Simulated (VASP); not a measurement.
# Sb (Fd-3m) in VASP: notebook, part 2 of 2

VASP 6.6.1.

### 6 Single point, PBE

This run uses another cell than the first one, of 42.82 Å³/atom, 0.893 times its volume.

File INCAR:

```
ALGO = Normal
EDIFF = 1E-6
ENCUT = 500
GGA = PE
GGA_COMPAT = False
ISIF = 2
ISMEAR = -1
LASPH = True
LCHARG = True
LELF = True
LREAL = False
LVHAR = True
LWAVE = False
NBANDS = 12
NELM = 120
PREC = Accurate
SIGMA = 0.1
```

File KPOINTS:

```
k-points
0
Gamma
  4 4 4
```

File POSCAR:

```
Sb
1.0
    0.0000000000      3.4984747398      3.4984747398
    3.4984747398      0.0000000000      3.4984747398
    3.4984747398      3.4984747398      0.0000000000
Sb
2
Direct
    0.1250000000      0.1250000000      0.1250000000
    0.8750000000      0.8750000000      0.8750000000
```

Potentials or basis: VASP PAW PBE potentials, release 64 (Sb).

Command:

```sh
$ cat potpaw_PBE.64/Sb/POTCAR > POTCAR
$ mpirun -np 1 vasp_std > vasp.out
```

OUTCAR:

```text
EDIFF = 1E-6
   ENCUT = 500
   GGA = PE
   ISIF = 2
   ISMEAR = -1
   LASPH = True
   LREAL = False
   NELM = 120
   PREC = Accurate

 ion  position               nearest neighbor table
   1  0.125  0.125  0.125-   2 3.03   2 3.03   2 3.03   2 3.03
   2  0.875  0.875  0.875-   1 3.03   1 3.03   1 3.03   1 3.03

  LATTYP: Found a face centered cubic cell.
 ALAT       =     6.9969494796

  Lattice vectors:

 A1 = (   0.0000000000,   3.4984747398,   3.4984747398)
 A2 = (   3.4984747398,   0.0000000000,   3.4984747398)
 A3 = (   3.4984747398,   3.4984747398,   0.0000000000)

Analysis of symmetry for initial positions (statically):
=====================================================================
 Subroutine PRICEL returns:
 Original cell was already a primitive cell.

 Routine SETGRP: Setting up the symmetry group for a
 face centered cubic supercell.

 Subroutine GETGRP returns: Found 48 space group operations
 (whereof 12 operations were pure point group operations)
 out of a pool of 48 trial point group operations.

The static configuration has the point symmetry D_3d.
 The point group associated with its full space group is O_h .

Analysis of symmetry for dynamics (positions and initial velocities):
=====================================================================
 Subroutine PRICEL returns:
 Original cell was already a primitive cell.

 Routine SETGRP: Setting up the symmetry group for a
 face centered cubic supercell.

 Subroutine GETGRP returns: Found 48 space group operations
 (whereof 12 operations were pure point group operations)
 out of a pool of 48 trial point group operations.

The dynamic configuration has the point symmetry D_3d.
 The point group associated with its full space group is O_h .

 Subroutine INISYM returns: Found 48 space group operations
 (whereof 12 operations are pure point group operations),
 and found     1 'primitive' translations

----------------------------------------------------------------------------------------

                                     Primitive cell

  volume of cell :      85.6379

  direct lattice vectors                    reciprocal lattice vectors
     0.000000000  3.498474740  3.498474740    -0.142919426  0.142919426  0.142919426
     3.498474740  0.000000000  3.498474740     0.142919426 -0.142919426  0.142919426
     3.498474740  3.498474740  0.000000000     0.142919426  0.142919426 -0.142919426

  length of vectors
     4.947590425  4.947590425  4.947590425     0.247543706  0.247543706  0.247543706

  position of ions in fractional coordinates (direct lattice)
     0.125000000  0.125000000  0.125000000
     0.875000000  0.875000000  0.875000000

  ion indices of the primitive-cell ions
   primitive index   ion index
                 1           1
                 2           2

----------------------------------------------------------------------------------------

 KPOINTS: k-points

Automatic generation of k-mesh.
 Grid dimensions read from file:
[... 23 lines left out ...]
  0.250000  0.000000  0.000000      8.000000
  0.500000  0.000000  0.000000      4.000000
  0.250000  0.250000  0.000000      6.000000
  0.500000  0.250000  0.000000     24.000000
 -0.250000  0.250000  0.000000     12.000000
  0.500000  0.500000  0.000000      3.000000
 -0.250000  0.500000  0.250000      6.000000
   k-points           NKPTS =      8   k-points in BZ     NKDIM =      8   number of bands    NBANDS=     12
   number of dos      NEDOS =    301   number of ions     NIONS =      2
   total plane-waves  NPLWV =  46656
   dimension x,y,z NGX =    36 NGY =   36 NGZ =   36
   dimension x,y,z NGXF=    72 NGYF=   72 NGZF=   72
   ions per type =               2
   NGX,Y,Z   is equivalent  to a cutoff of  12.10, 12.10, 12.10 a.u.
   NGXF,Y,Z  is equivalent  to a cutoff of  24.19, 24.19, 24.19 a.u.
 SYSTEM =  unknown system
   PREC   = accura    normal or accurate (medium, high low for compatibility)
   ISTART =      0    job   : 0-new  1-cont  2-samecut
   ICHARG =      2    charge: 1-file 2-atom 10-const
   ISPIN  =      1    spin polarized calculation?
   LNONCOLLINEAR =      F non collinear calculations
   LSORBIT =      F    spin-orbit coupling
   LASPH  =      T    aspherical Exc in radial PAW
   ENCUT  =  500.0 eV  36.75 Ry    6.06 a.u.   9.02  9.02  9.02*2*pi/ulx,y,z
   NELM   =    120;   NELMIN=  2; NELMDL= -5     # of ELM steps
   EDIFF  = 0.1E-05   stopping-criterion for ELM
   LREAL  =      F    real-space projection
   EDIFFG = 0.1E-04   stopping-criterion for IOM
   NSW    =      0    number of steps for IOM
   IBRION =     -1    ionic relax: 0-MD 1-quasi-New 2-CG
   NFREE  =      0    steps in history (QN), initial steepest desc. (CG)
   ISIF   =      2    stress and relaxation
   ISYM   =      2    0-nonsym 1-usesym 2-fastsym
   POTIM  = 0.5000    time-step for ionic-motion
   TEBEG  =    0.0;   TEEND  =   0.0 temperature during run
   PSTRESS=    0.0 pullay stress
   NELECT =      10.0000    total number of electrons
   NUPDOWN=      -1.0000    fix difference up-down
   EMIN   =  10.00;   EMAX   =-10.00  energy-range for DOS
   EFERMI =   0.00;   METHOD = LEGACY
   ISMEAR =    -1;   SIGMA  =   0.10  broadening in eV -4-tet -1-fermi 0-gaus
   EFERMI_NEDOS =   21; number of points for ismear=-14 and -15
   IALGO  =     38    algorithm
   IMIX   =      4    mixing-type and parameters
     AMIX     =   0.40;   BMIX     =  1.00
     AMIX_MAG =   1.60;   BMIX_MAG =  1.00
  volume/ion in A,a.u.               =      42.82       288.96
  Fermi-wavevector in a.u.,A,eV,Ry     =   0.800177  1.512115  8.711583  0.640283
  Thomas-Fermi vector in A             =   1.907423
   LORBIT       =      0    0 simple, 1 ext, 2 COOP (PROOUT), +10 PAW based schemes
   GGA     = PE    functional components
   LHFCALC =     F    Hartree Fock is set to
   AEXX    =    0.0000 exact exchange contribution
   IVDW    =     0    specifies the selected vdW correction
   LEPSILON=     F    determine dielectric tensor
   LRPA    =     F    only Hartree local field effects (RPA)
 non-spin polarized calculation
  energy-cutoff  :      500.00
  volume of cell :       85.64
 maximum number of plane-waves:      2200
   NGX = 17   NGY = 17   NGZ = 17

 number of electron      10.0000001 magnetization

 Free energy of the ion-electron system (eV)
  ---------------------------------------------------
  ext. energy  EPLUGINS =         0.00000000
  ---------------------------------------------------
  free energy    TOTEN  =        -7.80517470 eV

  energy without entropy =       -7.77834988  energy(sigma->0) =       -7.79176229

 E-fermi :   3.6529     XC(G=0):  -7.8680

 val. band max:        3.5791576323   @ k =   0.2500   0.2500   0.0000
 cond. band min:       4.3470316682   @ k =   0.0000   0.0000   0.0000
 fundamental gap:      0.7678740359
 Fermi energy:         3.6528529203

 k-point     1 :       0.0000    0.0000    0.0000
  band No.  band energies     occupation
      1      -7.6018      2.00000
      2      -1.5988      2.00000
      3       2.0610      2.00000
      4       2.0610      2.00000
      5       2.0610      2.00000
      6       4.3470      0.00193
      7       4.3470      0.00193
      8       4.3470      0.00193
      9       7.7672      0.00000
     10      10.1658      0.00000
     11      10.1658      0.00000
     12      11.3614      0.00000
[... 91 lines left out ...]
 k-point     8 :      -0.2500    0.5000    0.2500
  band No.  band energies     occupation
      1      -5.4582      2.00000
      2      -5.4582      2.00000
      3       0.1930      2.00000
      4       0.1930      2.00000
      5       4.5726      0.00020
      6       4.5726      0.00020
      7       6.3909      0.00000
      8       6.3909      0.00000
      9       9.7750      0.00000
     10       9.7750      0.00000
     11      11.8050      0.00000
     12      11.8050      0.00000

------------------------ aborting loop because EDIFF is reached ----------------------------------------

  FORCE on cell =-STRESS in cart. coord.  units (eV):
  Direction    XX          YY          ZZ          XY          YZ          ZX
  --------------------------------------------------------------------------------------
  -------------------------------------------------------------------------------------
  Total       -0.4444542     -0.4444542     -0.4444542     -0.0000000      0.0000000     -0.0000000
  in kB       -8.3151743     -8.3151743     -8.3151743     -0.0000000      0.0000000     -0.0000000
  external PRESSURE =      -8.3151743 kB  Pullay stress =       0.0000000 kB

 VOLUME and BASIS-vectors are now :
 -----------------------------------------------------------------------------
  energy-cutoff  :      500.00
  volume of cell :       85.64
      direct lattice vectors                 reciprocal lattice vectors
     0.000000000  3.498474740  3.498474740    -0.142919426  0.142919426  0.142919426
     3.498474740  0.000000000  3.498474740     0.142919426 -0.142919426  0.142919426
     3.498474740  3.498474740  0.000000000     0.142919426  0.142919426 -0.142919426

 POSITION                                       TOTAL-FORCE (eV/Angst)
 -----------------------------------------------------------------------------------
      0.87462      0.87462      0.87462         0.000000      0.000000      0.000000
      6.12233      6.12233      6.12233        -0.000000     -0.000000     -0.000000
 -----------------------------------------------------------------------------------
    total drift:                               -0.000000      0.000000      0.000000

  FREE ENERGIE OF THE ION-ELECTRON SYSTEM (eV)
  ---------------------------------------------------
  free  energy   TOTEN  =        -7.8051747029 eV

  energy  without entropy=       -7.7783498798  energy(sigma->0) =       -7.79176229
```

stdout:

```text
POSCAR found type information on POSCAR Sb
 POSCAR found :  1 types and       2 ions
 scaLAPACK will be used
 LDA part: xc-table for (Slater+PW92), standard interpolation
 POSCAR, INCAR and KPOINTS ok, starting setup
 FFT: planning ... GRIDC
 FFT: planning ... GRID_SOFT
 FFT: planning ... GRID
 WAVECAR not read
 entering main loop
```

It took 10 s on 1 thread of Intel Xeon Platinum 8259CL at 2.50GHz (Skylake/Cascade Lake), shared host; peak memory 0.19 GiB.

What came out:

* Free energy: -7.8052 eV
* Pressure: -0.8 GPa
* Band gap on the k mesh: zero (band 5 reaches 4.57 eV, above the bottom of band 6 at 3.37 eV)

Caveat: the k points lie up to 0.39 Å⁻¹ apart; spin-orbit coupling is left out, which moves the levels of the heavy elements.

### 7 Overview

```tsv
task	spin	cell	k mesh	cutoff (eV)	gap on the mesh (eV)	pressure (GPa)
single point	off	a = 5.138 Å, angles 60.0°, 2 atoms	9 × 9 × 9	520	none	-2.9
relaxation of cell and atoms	off	relaxed from a = 4.700 Å, angles 60.0°, 2 atoms	8 × 8 × 8	600	none	0.0
single point	off	a = 4.948 Å, angles 60.0°, 2 atoms	13 × 13 × 13	520	none	-0.1
single point	non-collinear, zero start, SOC	a = 4.948 Å, angles 60.0°, 2 atoms	8 × 8 × 8	520	-	0.1
single point	off	a = 4.948 Å, angles 60.0°, 2 atoms	4 × 4 × 4	500	none	-0.8
```

Alike in all rows: level PBE; potentials or basis VASP PAW PBE potentials, release 64 (Sb); smearing fermi-dirac 0.1 eV.

Caveats: some runs use coarse meshes; spin-orbit coupling is left out, which moves the levels of the heavy elements (some runs); the volume moved by over 15 % at a fixed basis, so the end points are rough (some runs).

Absolute energies hang on the potentials; compare differences alone.
